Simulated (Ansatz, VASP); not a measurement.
One calculation of Co, two programs

Contents of POSCAR:

```
Co
1.0
   -2.1480067426      2.1479402298      1.2287348884
    2.1479402298     -2.1480067426      1.2287348884
    2.1482998616      2.1482998616     -1.2288567067
Co
2
Direct
    0.9999945772      0.0000054228      1.0000000000
    0.7500054228      0.2499945772      0.5000000000
```

The input INCAR.step1:

```
SYSTEM = Co
PREC = Accurate
ENCUT = 520
ISMEAR = -1
SIGMA = 0.1
LREAL = .FALSE.
LASPH = .TRUE.
NELM = 60
NBANDS = 16
GGA = PE
ALGO = Normal
EDIFF = 1E-4
LWAVE = .TRUE.
LCHARG = .FALSE.
```

Contents of INCAR.step2:

```
SYSTEM = Co
PREC = Accurate
ENCUT = 520
EDIFF = 1E-6
ISMEAR = -1
SIGMA = 0.1
LREAL = .FALSE.
LASPH = .TRUE.
NELM = 60
ALGO = Normal
ISIF = 2
LWAVE = .FALSE.
LCHARG = .TRUE.
METAGGA = R2SCAN
LMIXTAU = .TRUE.
LELF = .TRUE.
LVHAR = .TRUE.
NBANDS = 16
ISTART = 1
```

File KPOINTS:

```
regular mesh
0
G
  17 17 12
  0 0 0
```

Input for Ansatz:

```yaml
crystal:
  lattice:
    - [-2.1480067426, 2.1479402298, 1.2287348884]
    - [2.1479402298, -2.1480067426, 1.2287348884]
    - [2.1482998616, 2.1482998616, -1.2288567067]
  atoms:
    - { symbol: Co, position: [0.9999945772, 5.4228e-06, 1.0] }
    - { symbol: Co, position: [0.7500054228, 0.2499945772, 0.5] }
hamiltonian:
  xc: r2scan
  pseudopotentials:
    kind: paw
    azcp:
      Co: "pseudopotentials/Co.paw.azcp"
basis:
  ecutwfc: 500
  fft_grid_basis: typed
kpoints:
  mp_grid: { grid: [17, 17, 12], shift: [0, 0, 0] }
magnetization:
  spin_polarized: false
scf:
  occupations: { method: fermi_dirac, width: 0.1 }
  lower_state_search: "off"
output:
  stress: true
  write_density: true
  write_potential: true
  elf: true
  volumetric_format: npy
```

Alike in both runs: task single point; functional r2SCAN; k mesh 17 × 17 × 12; occupations fermi-dirac, width 0.1 eV; no spin polarisation.

|  | VASP | Ansatz |
| --- | --- | --- |
| version | VASP 6.6.1 | Ansatz 0.2.0 |
| potentials or method | VASP PAW PBE potentials, release 64 (Co), cutoff 520 eV | plane waves (500 eV) with PAW, scalar-relativistic |
| valence electrons in the cell | 18 | 34 |

VASP gave:

* pressure (GPa): -8.1
* traceless stress, the component that is largest in VASP (GPa): 0.48

Problem. Estimate Ansatz's values.

Solution. Pressure (GPa): -8.3; traceless stress, the component that is largest in VASP (GPa): 0.50.

VASP's potentials were made for PBE, not for r2SCAN. With one functional, cell and mesh, what is left measures potentials, basis and numerics. VASP's potentials hold 18 valence electrons a cell and Ansatz's 34, so a difference there can come from the potentials and not from the codes.
